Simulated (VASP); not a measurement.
# MnF2 (P4_2/mnm) in VASP: single point with PBE

Aim: the single point of MnF2 with PBE.

Program: VASP 6.6.1. These are calculated values, not measurements. Logs are shortened: lines on timing, memory, paths and dates and some standing lists are left out, and cuts for length are marked.

## (1) The cell of the first run

It takes space group P4_2/mnm (No. 136, tetragonal). Conventional cell: a = 4.874 Å, b = 4.874 Å, c = 3.311 Å, α = 90.00°, β = 90.00°, γ = 90.00°. Mn (site symmetry mmm) has 6 F at 2.10 to 2.13 Å within 2.8 Å. Within 2.8 Å of F (site symmetry m2m) lie 3 Mn at 2.10 to 2.13 Å and 1 F at 2.68 Å.

## (2) Single point, PBE, collinear spin, ferromagnetic start

INCAR

```
SYSTEM = MnF2
PREC = Accurate
ENCUT = 520
EDIFF = 1E-6
ISMEAR = -1
SIGMA = 0.05
LREAL = .False.
LASPH = .True.
NELM = 150
ALGO = Normal
ISIF = 2
LWAVE = .False.
LCHARG = .True.
ISPIN = 2
MAGMOM = 4.5 4.5 0 0 0 0
LORBIT = 11
LMAXMIX = 4
GGA = PE
LELF = .True.
LVHAR = .True.
NBANDS = 40
```

KPOINTS

```
Automatic mesh
0
Gamma
  6 6 8
  0 0 0
```

POSCAR

```
MnF2
1.0
    4.8738000000      0.0000000000      0.0000000000
    0.0000000000      4.8738000000      0.0000000000
    0.0000000000      0.0000000000      3.3107000000
Mn F
2 4
Direct
    0.0000000000      0.0000000000      0.0000000000
    0.5000000000      0.5000000000      0.5000000000
    0.3053000000      0.3053000000      0.0000000000
    0.1947000000      0.8053000000      0.5000000000
    0.6947000000      0.6947000000      0.0000000000
    0.8053000000      0.1947000000      0.5000000000
```

Potentials or basis: VASP PAW PBE potentials, release 64 (Mn_pv, F).

Command:

```
> cat potpaw_PBE.64/Mn_pv/POTCAR potpaw_PBE.64/F/POTCAR > POTCAR
> mpirun -np 1 vasp_std > vasp.out
```

OUTCAR:

```text
SYSTEM = MnF2
   PREC = Accurate
   ENCUT = 520
   EDIFF = 1E-6
   ISMEAR = -1
   LREAL = .False.
   LASPH = .True.
   NELM = 150
   ISIF = 2
   ISPIN = 2
   LORBIT = 11
   GGA = PE

 ion  position               nearest neighbor table
   1  0.000  0.000  0.000-   3 2.10   5 2.10   4 2.13   6 2.13   4 2.13   6 2.13
   2  0.500  0.500  0.500-   4 2.10   6 2.10   5 2.13   3 2.13   3 2.13   5 2.13
   3  0.305  0.305  0.000-   1 2.10   2 2.13   2 2.13
   4  0.195  0.805  0.500-   2 2.10   1 2.13   1 2.13
   5  0.695  0.695  0.000-   1 2.10   2 2.13   2 2.13
   6  0.805  0.195  0.500-   2 2.10   1 2.13   1 2.13

  LATTYP: Found a simple tetragonal cell.
 ALAT       =     4.8738000000
 C/A-ratio  =     0.6792851574

  Lattice vectors:

 A1 = (   4.8738000000,   0.0000000000,   0.0000000000)
 A2 = (   0.0000000000,   4.8738000000,   0.0000000000)
 A3 = (   0.0000000000,   0.0000000000,   3.3107000000)

Analysis of symmetry for initial positions (statically):
=====================================================================
 Subroutine PRICEL returns:
 Original cell was already a primitive cell.

 Routine SETGRP: Setting up the symmetry group for a
 simple tetragonal supercell.

 Subroutine GETGRP returns: Found 16 space group operations
 (whereof  8 operations were pure point group operations)
 out of a pool of 16 trial point group operations.

The static configuration has the point symmetry D_2h.
 The point group associated with its full space group is D_4h.

Analysis of symmetry for dynamics (positions and initial velocities):
=====================================================================
 Subroutine PRICEL returns:
 Original cell was already a primitive cell.

 Routine SETGRP: Setting up the symmetry group for a
 simple tetragonal supercell.

 Subroutine GETGRP returns: Found 16 space group operations
 (whereof  8 operations were pure point group operations)
 out of a pool of 16 trial point group operations.

The dynamic configuration has the point symmetry D_2h.
 The point group associated with its full space group is D_4h.

Analysis of structural, dynamic, and magnetic symmetry:
=====================================================================
 Subroutine PRICEL returns:
 Original cell was already a primitive cell.

 Routine SETGRP: Setting up the symmetry group for a
 simple tetragonal supercell.

 Subroutine GETGRP returns: Found 16 space group operations
 (whereof  8 operations were pure point group operations)
 out of a pool of 16 trial point group operations.

The overall configuration has the point symmetry D_2h.
 The point group associated with its full space group is D_4h.

 Subroutine INISYM returns: Found 16 space group operations
 (whereof  8 operations are pure point group operations),
 and found     1 'primitive' translations

----------------------------------------------------------------------------------------

                                     Primitive cell

  volume of cell :      78.6421

  direct lattice vectors                    reciprocal lattice vectors
     4.873800000  0.000000000  0.000000000     0.205178711  0.000000000  0.000000000
     0.000000000  4.873800000  0.000000000     0.000000000  0.205178711  0.000000000
     0.000000000  0.000000000  3.310700000     0.000000000  0.000000000  0.302050926

  length of vectors
     4.873800000  4.873800000  3.310700000     0.205178711  0.205178711  0.302050926

  position of ions in fractional coordinates (direct lattice)
     0.000000000  0.000000000  0.000000000
     0.500000000  0.500000000  0.500000000
     0.305300000  0.305300000  0.000000000
     0.194700000  0.805300000  0.500000000
     0.694700000  0.694700000  0.000000000
     0.805300000  0.194700000  0.500000000

  ion indices of the primitive-cell ions
   primitive index   ion index
                 1           1
                 2           2
                 3           3
                 4           4
                 5           5
                 6           6

[... 29 lines left out ...]
  0.166667  0.000000  0.000000      4.000000
  0.333333  0.000000  0.000000      4.000000
  0.500000  0.000000  0.000000      2.000000
  0.166667  0.166667  0.000000      4.000000
  0.333333  0.166667  0.000000      8.000000
[... 16 lines left out ...]
  0.333333  0.000000  0.250000      8.000000
  0.500000  0.000000  0.250000      4.000000
 [... further k-points ...]
   k-points           NKPTS =     50   k-points in BZ     NKDIM =     50   number of bands    NBANDS=     40
   number of dos      NEDOS =    301   number of ions     NIONS =      6
   total plane-waves  NPLWV =  36288
   dimension x,y,z NGX =    36 NGY =   36 NGZ =   28
   dimension x,y,z NGXF=    72 NGYF=   72 NGZF=   56
   ions per type =               2   4
   NGX,Y,Z   is equivalent  to a cutoff of  12.28, 12.28, 14.06 a.u.
   NGXF,Y,Z  is equivalent  to a cutoff of  24.56, 24.56, 28.12 a.u.
 SYSTEM =  MnF2
   PREC   = accura    normal or accurate (medium, high low for compatibility)
   ISTART =      0    job   : 0-new  1-cont  2-samecut
   ICHARG =      2    charge: 1-file 2-atom 10-const
   ISPIN  =      2    spin polarized calculation?
   LNONCOLLINEAR =      F non collinear calculations
   LSORBIT =      F    spin-orbit coupling
   LASPH  =      T    aspherical Exc in radial PAW
   ENCUT  =  520.0 eV  38.22 Ry    6.18 a.u.   9.06  9.06  6.16*2*pi/ulx,y,z
   NELM   =    150;   NELMIN=  2; NELMDL= -5     # of ELM steps
   EDIFF  = 0.1E-05   stopping-criterion for ELM
   LREAL  =      F    real-space projection
   EDIFFG = 0.1E-04   stopping-criterion for IOM
   NSW    =      0    number of steps for IOM
   IBRION =     -1    ionic relax: 0-MD 1-quasi-New 2-CG
   NFREE  =      0    steps in history (QN), initial steepest desc. (CG)
   ISIF   =      2    stress and relaxation
   ISYM   =      2    0-nonsym 1-usesym 2-fastsym
   POTIM  = 0.5000    time-step for ionic-motion
   TEBEG  =    0.0;   TEEND  =   0.0 temperature during run
   PSTRESS=    0.0 pullay stress
   NELECT =      54.0000    total number of electrons
   NUPDOWN=      -1.0000    fix difference up-down
   EMIN   =  10.00;   EMAX   =-10.00  energy-range for DOS
   EFERMI =   0.00;   METHOD = LEGACY
   ISMEAR =    -1;   SIGMA  =   0.05  broadening in eV -4-tet -1-fermi 0-gaus
   EFERMI_NEDOS =   21; number of points for ismear=-14 and -15
   IALGO  =     38    algorithm
   IMIX   =      4    mixing-type and parameters
     AMIX     =   0.40;   BMIX     =  1.00
     AMIX_MAG =   1.60;   BMIX_MAG =  1.00
  volume/ion in A,a.u.               =      13.11        88.45
  Fermi-wavevector in a.u.,A,eV,Ry     =   1.444290  2.729312 28.381385  2.085973
  Thomas-Fermi vector in A             =   2.562601
   LORBIT       =     11    0 simple, 1 ext, 2 COOP (PROOUT), +10 PAW based schemes
   GGA     = PE    functional components
   LHFCALC =     F    Hartree Fock is set to
   AEXX    =    0.0000 exact exchange contribution
   IVDW    =     0    specifies the selected vdW correction
   LEPSILON=     F    determine dielectric tensor
   LRPA    =     F    only Hartree local field effects (RPA)
 spin polarized calculation
  energy-cutoff  :      520.00
  volume of cell :       78.64
 maximum number of plane-waves:      2144
   NGX = 19   NGY = 19   NGZ = 13

 number of electron      54.0000032 magnetization       9.9999945

 number of electron      54.0000032 magnetization      10.0000006

 Free energy of the ion-electron system (eV)
  ---------------------------------------------------
  ext. energy  EPLUGINS =         0.00000000
  ---------------------------------------------------
  free energy    TOTEN  =       -39.29932691 eV

  energy without entropy =      -39.29932681  energy(sigma->0) =      -39.29932686

 E-fermi :   3.9920     XC(G=0):  -9.7526

 val. band max:        3.4066645592   @ k =   0.0000   0.0000   0.0000
 cond. band min:       4.5290615258   @ k =   0.0000   0.0000   0.0000
 fundamental gap:      1.1223969666
 Fermi energy:         3.9919901243

 spin component 1

 k-point     1 :       0.0000    0.0000    0.0000
  band No.  band energies     occupation
      1     -46.7798      1.00000
      2     -46.7798      1.00000
      3     -46.7199      1.00000
      4     -46.7199      1.00000
      5     -46.7151      1.00000
      6     -46.7133      1.00000
[... 997 lines left out ...]
     38      13.3859      0.00000
     39      14.2293      0.00000

 [... further k-points ...]

 spin component 2

 k-point     1 :       0.0000    0.0000    0.0000
  band No.  band energies     occupation
      1     -41.8201      1.00000
      2     -41.8201      1.00000
      3     -41.7485      1.00000
      4     -41.7485      1.00000
      5     -41.7387      1.00000
      6     -41.7359      1.00000
[... 997 lines left out ...]
     38      14.3871      0.00000
     39      15.0716      0.00000

 [... further k-points ...]

 [bands above 39 left out]

------------------------ aborting loop because EDIFF is reached ----------------------------------------

  FORCE on cell =-STRESS in cart. coord.  units (eV):
  Direction    XX          YY          ZZ          XY          YZ          ZX
  --------------------------------------------------------------------------------------
  -------------------------------------------------------------------------------------
  Total        1.7534069      1.7534069      1.9845629      0.0000000      0.0000000      0.0000000
  in kB       35.7221890     35.7221890     40.4315338      0.0000000      0.0000000      0.0000000
  external PRESSURE =      37.2919706 kB  Pullay stress =       0.0000000 kB

 VOLUME and BASIS-vectors are now :
 -----------------------------------------------------------------------------
  energy-cutoff  :      520.00
  volume of cell :       78.64
      direct lattice vectors                 reciprocal lattice vectors
     4.873800000  0.000000000  0.000000000     0.205178711  0.000000000  0.000000000
     0.000000000  4.873800000  0.000000000     0.000000000  0.205178711  0.000000000
     0.000000000  0.000000000  3.310700000     0.000000000  0.000000000  0.302050926

 POSITION                                       TOTAL-FORCE (eV/Angst)
 -----------------------------------------------------------------------------------
      0.00000      0.00000      0.00000         0.000000     -0.000000      0.000000
      2.43690      2.43690      1.65535         0.000000     -0.000000      0.000000
      1.48797      1.48797      0.00000        -0.031065     -0.031065     -0.000000
      0.94893      3.92487      1.65535         0.031065     -0.031065      0.000000
      3.38583      3.38583      0.00000         0.031065      0.031065      0.000000
      3.92487      0.94893      1.65535        -0.031065      0.031065      0.000000
 -----------------------------------------------------------------------------------
    total drift:                                0.000000      0.000000      0.000000

  FREE ENERGIE OF THE ION-ELECTRON SYSTEM (eV)
  ---------------------------------------------------
  free  energy   TOTEN  =       -39.2993269074 eV

  energy  without entropy=      -39.2993268083  energy(sigma->0) =      -39.29932686

 total charge

# of ion       s       p       d       tot
------------------------------------------
    1        0.164   6.146   4.950  11.260
    2        0.164   6.146   4.950  11.260
    3        1.735   4.368   0.000   6.103
    4        1.735   4.368   0.000   6.103
    5        1.735   4.368   0.000   6.103
    6        1.735   4.368   0.000   6.103
--------------------------------------------------
tot          7.268  29.762   9.899  46.929

 magnetization (x)

# of ion       s       p       d       tot
------------------------------------------
    1        0.024   0.021   4.544   4.590
    2        0.024   0.021   4.544   4.590
    3        0.009   0.081   0.000   0.090
    4        0.009   0.081   0.000   0.090
    5        0.009   0.081   0.000   0.090
    6        0.009   0.081   0.000   0.090
--------------------------------------------------
tot          0.083   0.369   9.088   9.540
```

Wall time 8.5 min (1 thread of Intel Xeon 8259CL, shared host); peak memory 0.36 GiB.

Results:

```yaml
Free_energy: -39.2993 eV
Pressure: 3.7 GPa
Largest_force: 0.044 eV/Å
Band_gap_on_the_k_mesh: 1.12 eV
Net_moment: 10.00 μB per cell
Site_moments: Mn +4.59; F +0.09 μB
Valence_electrons_inside_the_program's_atomic_spheres: Mn 11.26; F 6.10
```

Forces on the atoms (eV/Å):
```
Mn   0.000  0.000  0.000
Mn   0.000  0.000  0.000
F   -0.031 -0.031  0.000
F    0.031 -0.031  0.000
F    0.031  0.031  0.000
F   -0.031  0.031  0.000
```

Stress tensor (GPa, compression positive):
```
3.57 0.00 0.00
0.00 3.57 0.00
0.00 0.00 4.04
```

Caveat: the cell stands under pressure; the run started ferromagnetic, and an antiferromagnetic order may lie lower in energy. A k mesh can miss the band edges.
